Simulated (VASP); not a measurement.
# Hf (Im-3m) in VASP: further runs, part 2 of 2

VASP 6.6.1. The steps go on from the part before.

**3. Single point, PBEsol-based screened hybrid**

This run uses another cell than the first one, of 21.58 Å³/atom, 0.917 times its volume.

Contents of POSCAR:

```
Hf
1.0
   -1.7538671192      1.7538671192      1.7538671192
    1.7538671192     -1.7538671192      1.7538671192
    1.7538671192      1.7538671192     -1.7538671192
Hf
1
Direct
    0.0000000000      0.0000000000      0.0000000000
```

Contents of INCAR.step1:

```
PREC = Accurate
ENCUT = 520
EDIFF = 1E-5
ISMEAR = -1
SIGMA = 0.05
LREAL = False
LASPH = True
NELM = 60
ALGO = Normal
ISIF = 2
LWAVE = True
LCHARG = False
GGA = PE
NBANDS = 11
```

Contents of INCAR.step2:

```
PREC = Accurate
ENCUT = 520
EDIFF = 1E-6
ISMEAR = -1
SIGMA = 0.05
LREAL = False
LASPH = True
NELM = 60
ALGO = Normal
ISIF = 2
LWAVE = False
LCHARG = False
GGA = PS
LHFCALC = True
AEXX = 0.25
HFSCREEN = 0.207
PRECFOCK = Normal
ISTART = 1
NBANDS = 11
```

Contents of KPOINTS:

```
Automatic mesh
0
Gamma
  5 5 5
```

Potentials or basis: VASP PAW PBE potentials, release 64 (Hf_pv).

On the command line:

```console
$ cat potpaw_PBE.64/Hf_pv/POTCAR > POTCAR
$ cp INCAR.step1 INCAR
$ mpirun -np 1 vasp_std > vasp.out
$ cp INCAR.step2 INCAR
$ mpirun -np 1 vasp_std > vasp.out
```

OUTCAR:

```text
PREC = Accurate
   ENCUT = 520
   EDIFF = 1E-6
   ISMEAR = -1
   LREAL = False
   LASPH = True
   NELM = 60
   ISIF = 2
   GGA = PS
   LHFCALC = True
   AEXX = 0.25
   HFSCREEN = 0.207
   PRECFOCK = Normal
   ISTART = 1

 ion  position               nearest neighbor table
   1  0.000  0.000  0.000-

  LATTYP: Found a body centered cubic cell.
[... 312 lines left out ...]
      6       9.5353      0.00000
      7       9.5353      0.00000
      8      10.8902      0.00000
      9      11.7046      0.00000
     10      16.6454      0.00000
     11      16.6454      0.00000

------------------------ aborting loop because EDIFF is reached ----------------------------------------

  FORCE on cell =-STRESS in cart. coord.  units (eV):
  Direction    XX          YY          ZZ          XY          YZ          ZX
  --------------------------------------------------------------------------------------
  -------------------------------------------------------------------------------------
  Total       -0.2642355     -0.2642355     -0.2642355      0.0000000      0.0000000     -0.0000000
  in kB      -19.6178615    -19.6178615    -19.6178615      0.0000000      0.0000000     -0.0000000
  external PRESSURE =     -19.6178615 kB  Pullay stress =       0.0000000 kB

 VOLUME and BASIS-vectors are now :
 -----------------------------------------------------------------------------
  energy-cutoff  :      520.00
  volume of cell :       21.58
      direct lattice vectors                 reciprocal lattice vectors
    -1.753867119  1.753867119  1.753867119     0.000000000  0.285084311  0.285084311
     1.753867119 -1.753867119  1.753867119     0.285084311  0.000000000  0.285084311
     1.753867119  1.753867119 -1.753867119     0.285084311  0.285084311  0.000000000

 POSITION                                       TOTAL-FORCE (eV/Angst)
 -----------------------------------------------------------------------------------
      0.00000      0.00000      0.00000        -0.000000      0.000000      0.000000
 -----------------------------------------------------------------------------------
    total drift:                               -0.000000      0.000000      0.000000

  FREE ENERGIE OF THE ION-ELECTRON SYSTEM (eV)
  ---------------------------------------------------
  free  energy   TOTEN  =       -11.4053203090 eV

  energy  without entropy=      -11.3907939721  energy(sigma->0) =      -11.39805714
```

OSZICAR.step1:

```text
N       E                     dE             d eps       ncg     rms          rms(c)
DAV:   1     0.125600630983E+02    0.12560E+02   -0.58376E+03   220   0.861E+02
DAV:   2    -0.969304670673E+01   -0.22253E+02   -0.21658E+02   271   0.155E+02
DAV:   3    -0.100849596014E+02   -0.39191E+00   -0.38907E+00   289   0.141E+01
DAV:   4    -0.100857676389E+02   -0.80804E-03   -0.80770E-03   244   0.698E-01
DAV:   5    -0.100857719414E+02   -0.43025E-05   -0.43021E-05   253   0.438E-02    0.440E+01
DAV:   6    -0.985403121655E+01    0.23174E+00   -0.18974E-01   238   0.331E+00    0.249E+01
DAV:   7    -0.978352826018E+01    0.70503E-01   -0.28296E-01   241   0.372E+00    0.887E-01
DAV:   8    -0.978050224223E+01    0.30260E-02   -0.18134E-02   238   0.980E-01    0.394E-01
DAV:   9    -0.978045815337E+01    0.44089E-04   -0.27074E-04   267   0.147E-01    0.465E-02
DAV:  10    -0.978046640205E+01   -0.82487E-05   -0.12030E-05   211   0.309E-02
   1 F= -.97804664E+01 E0= -.97714375E+01  d E =-.180578E-01
```

Wall time 4.1 min (1 thread of AMD EPYC 9R45 (Zen 5), shared host); peak memory 0.21 GiB.

Results:

```
Free energy            : -11.4053 eV
Pressure               : -2.0 GPa
Band gap on the k mesh : zero (band 5 reaches 6.75 eV, above the bottom of band 6 at 3.66 eV)
```

Caveat: the k points lie up to 0.51 Å⁻¹ apart; the PAW data sets were made with another functional, which shifts forces and pressure a little; spin-orbit coupling is left out, which moves the levels of the heavy elements.

**4. Single point, HSE06**

This run uses another cell than the first one, of 22.29 Å³/atom, 0.948 times its volume.

Contents of POSCAR:

```
Hf
1.0
   -1.7728758670      1.7728758670      1.7728758670
    1.7728758670     -1.7728758670      1.7728758670
    1.7728758670      1.7728758670     -1.7728758670
Hf
1
Direct
    0.0000000000      0.0000000000      0.0000000000
```

Edit INCAR.step1 of step 3 so:

```diff
@@ -12,3 +12,3 @@
 LCHARG = False
+NBANDS = 11
 GGA = PE
-NBANDS = 11
```

Contents of INCAR.step2:

```
PREC = Accurate
ENCUT = 520
EDIFF = 1E-7
ISMEAR = -1
SIGMA = 0.05
LREAL = False
LASPH = True
NELM = 60
ALGO = Normal
ISIF = 2
LWAVE = False
LCHARG = False
GGA = PE
LHFCALC = True
HFSCREEN = 0.2079
PRECFOCK = Normal
NBANDS = 11
ISTART = 1
```

KPOINTS is that of step 3.

On the command line:

```console
$ cat potpaw_PBE.64/Hf_pv/POTCAR > POTCAR
$ cp INCAR.step1 INCAR
$ mpirun -np 1 vasp_std > vasp.out
$ cp INCAR.step2 INCAR
$ mpirun -np 1 vasp_std > vasp.out
```

It took 5.2 min on 1 thread of AMD EPYC 9R45 (Zen 5), shared host; peak memory 0.21 GiB.

The run converged. Its results:

* Free energy: -11.0019 eV
* Pressure: -2.0 GPa
* Band gap on the k mesh: zero (band 5 reaches 6.65 eV, above the bottom of band 6 at 3.60 eV)

Levels at points of the mesh, in eV from the Fermi level:
```csv
k point,band 1,band 2,band 3,band 4,band 5,band 6,band 7,band 8,band 9,band 10
"(0.00, 0.00, 0.00)",-32.05,-32.05,-32.05,-8.02,2.19,2.19,2.19,5.11,5.11,14.22
```

Caveat: the k points lie up to 0.50 Å⁻¹ apart; the PAW data sets were made with another functional, which shifts forces and pressure a little; spin-orbit coupling is left out, which moves the levels of the heavy elements.

**5. Single point, PBE-based screened hybrid**

This run uses another cell than the first one, of 22.27 Å³/atom, 0.947 times its volume.

Contents of POSCAR:

```
Hf
1.0
   -1.7722564418      1.7722564418      1.7722564418
    1.7722564418     -1.7722564418      1.7722564418
    1.7722564418      1.7722564418     -1.7722564418
Hf
1
Direct
    0.0000000000      0.0000000000      0.0000000000
```

Contents of INCAR.step1:

```
SYSTEM = Hf
ALGO = Normal
EDIFF = 1E-5
ENCUT = 520
GGA = PE
ISIF = 2
ISMEAR = -1
LASPH = .True.
LCHARG = .False.
LREAL = .False.
LWAVE = .True.
NBANDS = 11
NELM = 100
PREC = Accurate
SIGMA = 0.05
```

Contents of INCAR.step2:

```
SYSTEM = Hf
AEXX = 0.25
ALGO = Normal
EDIFF = 1E-6
ENCUT = 520
GGA = PE
HFSCREEN = 0.3
ISIF = 2
ISMEAR = -1
ISTART = 1
LASPH = .True.
LCHARG = .False.
LHFCALC = .True.
LREAL = .False.
LWAVE = .False.
NBANDS = 11
NELM = 100
PREC = Accurate
PRECFOCK = Normal
SIGMA = 0.05
```

Contents of KPOINTS:

```
k-points
0
Gamma
  5 5 5
  0 0 0
```

On the command line:

```console
$ cat potpaw_PBE.64/Hf_pv/POTCAR > POTCAR
$ cp INCAR.step1 INCAR
$ mpirun -np 1 vasp_std > vasp.out
$ cp INCAR.step2 INCAR
$ mpirun -np 1 vasp_std > vasp.out
```

Run time: 4.5 min. Hardware: 1 thread of AMD EPYC 9R45 (Zen 5), shared host; peak memory 0.2 GiB.

The run converged. Its results:

```yaml
Free_energy: -10.7009 eV
Pressure: -1.9 GPa
Band_gap_on_the_k_mesh: zero (band 5 reaches 6.52 eV, above the bottom of band 6 at 3.70 eV)
```

Levels at points of the mesh, in eV from the Fermi level:
```csv
k point,band 3,band 4,band 5,band 6,band 7,band 8
"(0.00, 0.00, 0.00)",-31.91,-7.87,2.00,2.00,2.00,4.92
```

Caveat: the k points lie up to 0.50 Å⁻¹ apart; the PAW data sets were made with another functional, which shifts forces and pressure a little; spin-orbit coupling is left out, which moves the levels of the heavy elements.

**6. Summary**

| level | cell | k mesh | share of exact exchange | screening parameter | gap on the mesh (eV) | pressure (GPa) |
| --- | --- | --- | --- | --- | --- | --- |
| PBE0 | a = 3.126 Å, angles 109.5°, 1 atom | 6 × 6 × 6 | - | - | none | -4.1 |
| PBEsol-based screened hybrid | a = 3.038 Å, angles 109.5°, 1 atom | 5 × 5 × 5 | 0.25 | 0.207 1/Å | none | -2.0 |
| HSE06 | a = 3.071 Å, angles 109.5°, 1 atom | 5 × 5 × 5 | - | 0.2079 1/Å | none | -2.0 |
| PBE-based screened hybrid | a = 3.070 Å, angles 109.5°, 1 atom | 5 × 5 × 5 | 0.25 | 0.3 1/Å | none | -1.9 |

Alike in all rows: task single point; potentials or basis VASP PAW PBE potentials, release 64 (Hf_pv); no spin polarisation; cutoff (eV) 520; smearing fermi-dirac 0.05 eV.

Caveats: all runs use coarse meshes; the PAW data sets were made with another functional, which shifts forces and pressure a little; spin-orbit coupling is left out, which moves the levels of the heavy elements.

Absolute energies hang on the potentials; compare differences alone.
